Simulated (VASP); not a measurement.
A run of VASP 6.6.1 is set up as follows.

INCAR

```
PREC = Accurate
ENCUT = 600
EDIFF = 1E-6
ISMEAR = -1
SIGMA = 0.03
LREAL = False
LASPH = True
NELM = 120
ALGO = Normal
ISIF = 2
LWAVE = False
LCHARG = False
GGA = PS
NBANDS = 15
GGA_COMPAT = False
```

KPOINTS

```
Automatic mesh
0
Gamma
  6 6 5
```

POSCAR

```
TaN
1.0
    2.9380000000      0.0000000000      0.0000000000
   -1.4690000000      2.5443826363      0.0000000000
    0.0000000000      0.0000000000      2.8830000000
Ta N
1 1
Direct
    0.0000000000      0.0000000000      0.5000000000
    0.6666666667      0.3333333333      0.0000000000
```

Potentials or basis: VASP PAW PBE potentials, release 64 (Ta_pv, N).

The run is started by

```console
$ cat potpaw_PBE.64/Ta_pv/POTCAR potpaw_PBE.64/N/POTCAR > POTCAR
$ mpirun -np 1 vasp_std > vasp.out
```

What does it give for the pressure?

-4.3 GPa.

Predict the band gap on the k mesh.

zero (band 8 reaches 8.23 eV, above the bottom of band 9 at 8.08 eV).

Stress tensor (GPa, compression positive):
```
-4.42  0.00  0.00
 0.00 -4.42  0.00
 0.00  0.00 -4.01
```

Caveat: the k points lie up to 0.44 Å⁻¹ apart; the PAW data sets were made with another functional, which shifts forces and pressure a little; spin-orbit coupling is left out, which moves the levels of the heavy elements.
